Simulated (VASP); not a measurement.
# Sr (P6_3/mmc) in VASP: a series of runs

Runs on Sr. Level: r2SCAN. Tasks: single point.

Everything below comes from runs of VASP 6.6.1. Logs are shortened: lines on timing, memory, paths and dates and some standing lists are left out, and cuts for length are marked.

### 1 The cell of the first run

It takes space group P6_3/mmc (No. 194, hexagonal). Conventional cell: a = 4.425 Å, b = 4.425 Å, c = 7.286 Å, α = 90.00°, β = 90.00°, γ = 120.00°. Within 5.8 Å of Sr (site symmetry -6m2) lie 12 Sr at 4.43 to 4.45 Å.

### 2 Single point, r2SCAN (volume scaled by 1.08)

Input file POSCAR:

```
Sr
1.0
    4.4254177847      0.0000000000      0.0000000000
   -2.2127088923      3.8325242240      0.0000000000
    0.0000000000      0.0000000000      7.2862773289
Sr
2
Direct
    0.3333333333      0.6666666667      0.2500000000
    0.6666666667      0.3333333333      0.7500000000
```

Input file INCAR.step1:

```
SYSTEM = Sr
  PREC = Accurate
  ENCUT = 520
  ISMEAR = -1
  SIGMA = 0.1
  LREAL = .False.
  LASPH = .True.
  NELM = 100
  NBANDS = 17
  GGA = PE
  ALGO = Normal
  EDIFF = 1E-4
  LWAVE = .True.
  LCHARG = .False.
```

Input file INCAR.step2:

```
SYSTEM = Sr
  PREC = Accurate
  ENCUT = 520
  EDIFF = 1E-6
  ISMEAR = -1
  SIGMA = 0.1
  LREAL = .False.
  LASPH = .True.
  NELM = 100
  ALGO = Normal
  ISIF = 2
  LWAVE = .False.
  LCHARG = .False.
  METAGGA = R2SCAN
  LMIXTAU = .True.
  NBANDS = 17
  ISTART = 1
```

Input file KPOINTS:

```
Automatic mesh
0
Gamma
  10 10 5
  0 0 0
```

Potentials or basis: VASP PAW PBE potentials, release 64 (Sr_sv).

Command:

```bash
$ cat potpaw_PBE.64/Sr_sv/POTCAR > POTCAR
$ cp INCAR.step1 INCAR
$ mpirun -np 1 vasp_std > vasp.out
$ cp INCAR.step2 INCAR
$ mpirun -np 1 vasp_std > vasp.out
```

OUTCAR:

```text
SYSTEM = Sr
   PREC = Accurate
   ENCUT = 520
   EDIFF = 1E-6
   ISMEAR = -1
   LREAL = .False.
   LASPH = .True.
   NELM = 100
   ISIF = 2
   METAGGA = R2SCAN
   ISTART = 1

 ion  position               nearest neighbor table
   1  0.333  0.667  0.250-   2 4.45   2 4.45   2 4.45   2 4.45   2 4.45   2 4.45
   2  0.667  0.333  0.750-   1 4.45   1 4.45   1 4.45   1 4.45   1 4.45   1 4.45

  LATTYP: Found a hexagonal cell.
 ALAT       =     4.4254177847
 C/A-ratio  =     1.6464608955

  Lattice vectors:

 A1 = (   4.4254177847,   0.0000000000,   0.0000000000)
 A2 = (  -2.2127088923,   3.8325242240,   0.0000000000)
 A3 = (   0.0000000000,   0.0000000000,   7.2862773289)

Analysis of symmetry for initial positions (statically):
=====================================================================
 Subroutine PRICEL returns:
 Original cell was already a primitive cell.

 Routine SETGRP: Setting up the symmetry group for a
 hexagonal supercell.

 Subroutine GETGRP returns: Found 24 space group operations
 (whereof 12 operations were pure point group operations)
 out of a pool of 24 trial point group operations.

The static configuration has the point symmetry D_3d.
 The point group associated with its full space group is D_6h.

Analysis of symmetry for dynamics (positions and initial velocities):
=====================================================================
 Subroutine PRICEL returns:
 Original cell was already a primitive cell.

 Routine SETGRP: Setting up the symmetry group for a
 hexagonal supercell.

 Subroutine GETGRP returns: Found 24 space group operations
 (whereof 12 operations were pure point group operations)
 out of a pool of 24 trial point group operations.

The dynamic configuration has the point symmetry D_3d.
 The point group associated with its full space group is D_6h.

 Subroutine INISYM returns: Found 24 space group operations
 (whereof 12 operations are pure point group operations),
 and found     1 'primitive' translations

----------------------------------------------------------------------------------------

                                     Primitive cell

  volume of cell :     123.5791

  direct lattice vectors                    reciprocal lattice vectors
     4.425417785  0.000000000  0.000000000     0.225967366  0.130462320  0.000000000
    -2.212708892  3.832524224  0.000000000     0.000000000  0.260924639  0.000000000
     0.000000000  0.000000000  7.286277329     0.000000000  0.000000000  0.137244296

  length of vectors
     4.425417785  4.425417785  7.286277329     0.260924639  0.260924639  0.137244296

  position of ions in fractional coordinates (direct lattice)
     0.333333333  0.666666667  0.250000000
     0.666666667  0.333333333  0.750000000

  ion indices of the primitive-cell ions
   primitive index   ion index
                 1           1
                 2           2

----------------------------------------------------------------------------------------

 KPOINTS: Automatic mesh

Automatic generation of k-mesh.
 Grid dimensions read from file:
 generate k-points for:   10   10    5

 Generating k-lattice:

  Cartesian coordinates                     Fractional coordinates (reciprocal lattice)
     0.022596737  0.013046232  0.000000000     0.100000000  0.000000000  0.000000000
     0.000000000  0.026092464  0.000000000     0.000000000  0.100000000  0.000000000
     0.000000000  0.000000000  0.027448859     0.000000000  0.000000000  0.200000000

  Length of vectors
     0.026092464  0.026092464  0.027448859

  Shift w.r.t. Gamma in fractional coordinates (k-lattice)
     0.000000000  0.000000000  0.000000000

 Subroutine IBZKPT returns following result:
 ===========================================

 Found     42 irreducible k-points:

 Following reciprocal coordinates:
            Coordinates               Weight
  0.000000  0.000000  0.000000      1.000000
  0.100000  0.000000  0.000000      6.000000
  0.200000  0.000000  0.000000      6.000000
  0.300000  0.000000  0.000000      6.000000
  0.400000 -0.000000  0.000000      6.000000
  0.500000  0.000000  0.000000      3.000000
[... 16 lines left out ...]
  0.300000  0.100000  0.200000     24.000000
  0.400000  0.100000  0.200000     24.000000
 [... further k-points ...]
   k-points           NKPTS =     42   k-points in BZ     NKDIM =     42   number of bands    NBANDS=     17
   number of dos      NEDOS =    301   number of ions     NIONS =      2
   total plane-waves  NPLWV =  69984
   dimension x,y,z NGX =    36 NGY =   36 NGZ =   54
   dimension x,y,z NGXF=    72 NGYF=   72 NGZF=  108
   ions per type =               2
   NGX,Y,Z   is equivalent  to a cutoff of  13.52, 13.52, 12.32 a.u.
   NGXF,Y,Z  is equivalent  to a cutoff of  27.05, 27.05, 24.64 a.u.
 SYSTEM =  Sr
   PREC   = accura    normal or accurate (medium, high low for compatibility)
   ISTART =      1    job   : 0-new  1-cont  2-samecut
   ICHARG =      0    charge: 1-file 2-atom 10-const
   ISPIN  =      1    spin polarized calculation?
   LNONCOLLINEAR =      F non collinear calculations
   LSORBIT =      F    spin-orbit coupling
   LASPH  =      T    aspherical Exc in radial PAW
   ENCUT  =  520.0 eV  38.22 Ry    6.18 a.u.   8.23  8.23 13.55*2*pi/ulx,y,z
   NELM   =    100;   NELMIN=  2; NELMDL=  0     # of ELM steps
   EDIFF  = 0.1E-05   stopping-criterion for ELM
   LREAL  =      F    real-space projection
   EDIFFG = 0.1E-04   stopping-criterion for IOM
   NSW    =      0    number of steps for IOM
   IBRION =     -1    ionic relax: 0-MD 1-quasi-New 2-CG
   NFREE  =      0    steps in history (QN), initial steepest desc. (CG)
   ISIF   =      2    stress and relaxation
   ISYM   =      2    0-nonsym 1-usesym 2-fastsym
   POTIM  = 0.5000    time-step for ionic-motion
   TEBEG  =    0.0;   TEEND  =   0.0 temperature during run
   PSTRESS=    0.0 pullay stress
   NELECT =      20.0000    total number of electrons
   NUPDOWN=      -1.0000    fix difference up-down
   EMIN   =  10.00;   EMAX   =-10.00  energy-range for DOS
   EFERMI =   0.00;   METHOD = LEGACY
   ISMEAR =    -1;   SIGMA  =   0.10  broadening in eV -4-tet -1-fermi 0-gaus
   EFERMI_NEDOS =   21; number of points for ismear=-14 and -15
   IALGO  =     38    algorithm
   IMIX   =      4    mixing-type and parameters
     AMIX     =   0.40;   BMIX     =  1.00
     AMIX_MAG =   1.60;   BMIX_MAG =  1.00
  volume/ion in A,a.u.               =      61.79       416.98
  Fermi-wavevector in a.u.,A,eV,Ry     =   0.892147  1.685914 10.829240  0.795927
  Thomas-Fermi vector in A             =   2.014059
   LORBIT       =      0    0 simple, 1 ext, 2 COOP (PROOUT), +10 PAW based schemes
   METAGGA = R2SCAN    functional components
   LHFCALC =     F    Hartree Fock is set to
   AEXX    =    0.0000 exact exchange contribution
   IVDW    =     0    specifies the selected vdW correction
   LEPSILON=     F    determine dielectric tensor
   LRPA    =     F    only Hartree local field effects (RPA)
 non-spin polarized calculation
  energy-cutoff  :      520.00
  volume of cell :      123.58
 maximum number of plane-waves:      3369
 NGX is ok and might be reduce to    36
   NGX = 17   NGY = 17   NGZ = 27

 number of electron      20.0000000 magnetization

 Free energy of the ion-electron system (eV)
  ---------------------------------------------------
  ext. energy  EPLUGINS =         0.00000000
  ---------------------------------------------------
  free energy    TOTEN  =       -30.20978422 eV

  energy without entropy =      -30.12217904  energy(sigma->0) =      -30.16598163

 E-fermi :   1.2220     XC(G=0):  -7.4315

 val. band max:        1.2111461216   @ k =   0.3000   0.3000   0.0000
 cond. band min:       1.2232966933   @ k =   0.3000   0.0000   0.0000
 fundamental gap:      0.0121505717
 Fermi energy:         1.2220106363

 k-point     1 :       0.0000    0.0000    0.0000
  band No.  band energies     occupation
      1     -37.0320      2.00000
      2     -37.0236      2.00000
      3     -18.4317      2.00000
      4     -18.3244      2.00000
      5     -18.3244      2.00000
      6     -18.3066      2.00000
[... 9 lines left out ...]
     16       4.1331      0.00000
     17       4.6569      0.00000

 k-point     2 :       0.1000    0.0000    0.0000
  band No.  band energies     occupation
      1     -37.0312      2.00000
      2     -37.0232      2.00000
      3     -18.4275      2.00000
      4     -18.3344      2.00000
      5     -18.3275      2.00000
      6     -18.3169      2.00000
[... 9 lines left out ...]
     16       4.2612      0.00000
     17       4.3956      0.00000

 k-point     3 :       0.2000    0.0000    0.0000
  band No.  band energies     occupation
      1     -37.0292      2.00000
      2     -37.0222      2.00000
      3     -18.4156      2.00000
      4     -18.3607      2.00000
      5     -18.3436      2.00000
      6     -18.3355      2.00000
[... 9 lines left out ...]
     16       4.2148      0.00000
     17       4.2770      0.00000

 k-point     4 :       0.3000    0.0000    0.0000
  band No.  band energies     occupation
      1     -37.0265      2.00000
      2     -37.0211      2.00000
      3     -18.3988      2.00000
      4     -18.3936      2.00000
      5     -18.3757      2.00000
      6     -18.3450      2.00000
[... 9 lines left out ...]
     16       4.6918      0.00000
     17       4.7736      0.00000

 k-point     5 :       0.4000   -0.0000    0.0000
  band No.  band energies     occupation
      1     -37.0242      2.00000
      2     -37.0205      2.00000
      3     -18.4203      2.00000
      4     -18.4010      2.00000
      5     -18.3816      2.00000
      6     -18.3526      2.00000
[... 9 lines left out ...]
     16       5.1633      0.00000
     17       5.5086      0.00000

 k-point     6 :       0.5000    0.0000    0.0000
  band No.  band energies     occupation
      1     -37.0231      2.00000
      2     -37.0204      2.00000
      3     -18.4305      2.00000
      4     -18.4105      2.00000
      5     -18.3729      2.00000
      6     -18.3554      2.00000
[... 9 lines left out ...]
     16       5.5042      0.00000
     17       6.1366      0.00000

 k-point     7 :       0.1000    0.1000    0.0000
  band No.  band energies     occupation
      1     -37.0298      2.00000
      2     -37.0225      2.00000
      3     -18.4194      2.00000
      4     -18.3504      2.00000
      5     -18.3410      2.00000
      6     -18.3280      2.00000
[... 9 lines left out ...]
     16       4.1383      0.00000
     17       4.2532      0.00000

 k-point     8 :       0.2000    0.1000    0.0000
  band No.  band energies     occupation
      1     -37.0275      2.00000
      2     -37.0215      2.00000
      3     -18.4050      2.00000
      4     -18.3776      2.00000
      5     -18.3668      2.00000
      6     -18.3405      2.00000
[... 9 lines left out ...]
     16       4.4272      0.00000
     17       4.5957      0.00000
[... 203 lines left out ...]
      1     -37.0238      2.00000
      2     -37.0208      2.00000
      3     -18.4260      2.00000
      4     -18.4083      2.00000
      5     -18.3681      2.00000
      6     -18.3499      2.00000
[... 9 lines left out ...]
     16       5.1037      0.00000
     17       5.2011      0.00000

 k-point    20 :       0.5000    0.0000    0.2000
  band No.  band energies     occupation
      1     -37.0229      2.00000
      2     -37.0206      2.00000
      3     -18.4350      2.00000
      4     -18.4176      2.00000
      5     -18.3624      2.00000
      6     -18.3526      2.00000
[... 9 lines left out ...]
     16       5.4076      0.00000
     17       5.4111      0.00000

 k-point    21 :       0.1000    0.1000    0.2000
  band No.  band energies     occupation
      1     -37.0291      2.00000
      2     -37.0232      2.00000
      3     -18.4106      2.00000
      4     -18.3470      2.00000
      5     -18.3439      2.00000
      6     -18.3299      2.00000
[... 9 lines left out ...]
     16       4.2448      0.00000
     17       4.5910      0.00000

 k-point    22 :       0.2000    0.1000    0.2000
  band No.  band energies     occupation
      1     -37.0269      2.00000
      2     -37.0221      2.00000
      3     -18.4045      2.00000
      4     -18.3733      2.00000
      5     -18.3660      2.00000
      6     -18.3405      2.00000
[... 9 lines left out ...]
     16       4.4382      0.00000
     17       4.7407      0.00000

 k-point    23 :       0.3000    0.1000    0.2000
  band No.  band energies     occupation
      1     -37.0245      2.00000
      2     -37.0211      2.00000
      3     -18.4145      2.00000
      4     -18.3983      2.00000
      5     -18.3709      2.00000
      6     -18.3509      2.00000
[... 9 lines left out ...]
     16       4.7623      0.00000
     17       5.2108      0.00000

 k-point    24 :       0.4000    0.1000    0.2000
  band No.  band energies     occupation
      1     -37.0229      2.00000
      2     -37.0206      2.00000
      3     -18.4294      2.00000
      4     -18.4127      2.00000
      5     -18.3660      2.00000
      6     -18.3541      2.00000
[... 9 lines left out ...]
     16       5.1212      0.00000
     17       5.4000      0.00000

 [... further k-points ...]
[... 5 lines left out ...]
  --------------------------------------------------------------------------------------
  -------------------------------------------------------------------------------------
  Total       -0.6231761     -0.6231761     -0.6321762     -0.0000000     -0.0000000      0.0000000
  in kB       -8.0793507     -8.0793507     -8.1960352     -0.0000000     -0.0000000      0.0000000
  external PRESSURE =      -8.1182456 kB  Pullay stress =       0.0000000 kB

 VOLUME and BASIS-vectors are now :
 -----------------------------------------------------------------------------
  energy-cutoff  :      520.00
  volume of cell :      123.58
      direct lattice vectors                 reciprocal lattice vectors
     4.425417785  0.000000000  0.000000000     0.225967366  0.130462320  0.000000000
    -2.212708892  3.832524224  0.000000000     0.000000000  0.260924639  0.000000000
     0.000000000  0.000000000  7.286277329     0.000000000  0.000000000  0.137244296

 POSITION                                       TOTAL-FORCE (eV/Angst)
 -----------------------------------------------------------------------------------
     -0.00000      2.55502      1.82157        -0.000000      0.000000     -0.000000
      2.21271      1.27751      5.46471         0.000000      0.000000      0.000000
 -----------------------------------------------------------------------------------
    total drift:                               -0.000000      0.000000     -0.000000

  FREE ENERGIE OF THE ION-ELECTRON SYSTEM (eV)
  ---------------------------------------------------
  free  energy   TOTEN  =       -30.2097842153 eV

  energy  without entropy=      -30.1221790364  energy(sigma->0) =      -30.16598163
```

Run time: 6.3 min. Hardware: 1 thread of Intel Xeon Platinum 8259CL at 2.50GHz (Skylake/Cascade Lake), shared host; peak memory 0.31 GiB.

What came out:

| Property | Result |
| --- | --- |
| Free energy | -30.2098 eV |
| Pressure | -0.8 GPa |
| Band gap on the k mesh | zero (band 10 reaches 1.37 eV, above the bottom of band 11 at 1.03 eV) |

Caveat: the PAW data sets were made with another functional, which shifts forces and pressure a little.

### 3 Single point, r2SCAN (volume scaled by 1.12)

Input file POSCAR:

```
Sr
1.0
    4.4793916137      0.0000000000      0.0000000000
   -2.2396958068      3.8792669310      0.0000000000
    0.0000000000      0.0000000000      7.3751431277
Sr
2
Direct
    0.3333333333      0.6666666667      0.2500000000
    0.6666666667      0.3333333333      0.7500000000
```

Input file INCAR.step1:

```
SYSTEM = Sr
PREC     = Accurate       ! precision mode
ENCUT    = 520            ! plane-wave cutoff, eV
ISMEAR   = -1             ! smearing method
SIGMA    = 0.1            ! smearing width, eV
LREAL    = .False.        ! projectors in reciprocal space
LASPH    = .True.         ! aspherical terms in the spheres
NELM     = 100            ! most SCF steps
NBANDS   = 17             ! bands
GGA      = PE             ! functional
ALGO     = Normal         ! electronic algorithm
EDIFF    = 1E-4           ! SCF threshold, eV
LWAVE    = .True.         ! write WAVECAR
LCHARG   = .False.        ! write CHGCAR
```

Input file INCAR.step2:

```
SYSTEM = Sr
PREC     = Accurate       ! precision mode
ENCUT    = 520            ! plane-wave cutoff, eV
EDIFF    = 1E-6           ! SCF threshold, eV
ISMEAR   = -1             ! smearing method
SIGMA    = 0.1            ! smearing width, eV
LREAL    = .False.        ! projectors in reciprocal space
LASPH    = .True.         ! aspherical terms in the spheres
NELM     = 100            ! most SCF steps
ALGO     = Normal         ! electronic algorithm
ISIF     = 2              ! what is computed and relaxed
LWAVE    = .False.        ! write WAVECAR
LCHARG   = .False.        ! write CHGCAR
METAGGA  = R2SCAN         ! meta-GGA
LMIXTAU  = .True.       
NBANDS   = 17             ! bands
ISTART   = 1
```

KPOINTS is that of step 2.

Potentials or basis: VASP PAW PBE potentials, release 64 (Sr_sv).

Command:

```bash
$ cat potpaw_PBE.64/Sr_sv/POTCAR > POTCAR
$ cp INCAR.step1 INCAR
$ mpirun -np 1 vasp_std > vasp.out
$ cp INCAR.step2 INCAR
$ mpirun -np 1 vasp_std > vasp.out
```

Run time: 6.1 min. Hardware: 1 thread of Intel Xeon Platinum 8259CL at 2.50GHz (Skylake/Cascade Lake), shared host; peak memory 0.32 GiB.

It converged, with:

* Free energy: -30.1820 eV
* Pressure: -1.1 GPa
* Band gap on the k mesh: zero (band 10 reaches 1.26 eV, above the bottom of band 11 at 0.89 eV)

Levels at points of the mesh, in eV from the Fermi level:
| k point | band 7 | band 8 | band 9 | band 10 | band 11 | band 12 | band 13 | band 14 |
| --- | --- | --- | --- | --- | --- | --- | --- | --- |
| (0.00, 0.00, 0.00) | -19.61 | -19.60 | -3.60 | -1.02 | -0.22 | 2.46 | 2.49 | 2.49 |
| (0.50, 0.00, 0.00) | -19.63 | -19.62 | -1.06 | -0.63 | 0.25 | 0.42 | 1.29 | 1.85 |

Caveat: the PAW data sets were made with another functional, which shifts forces and pressure a little.
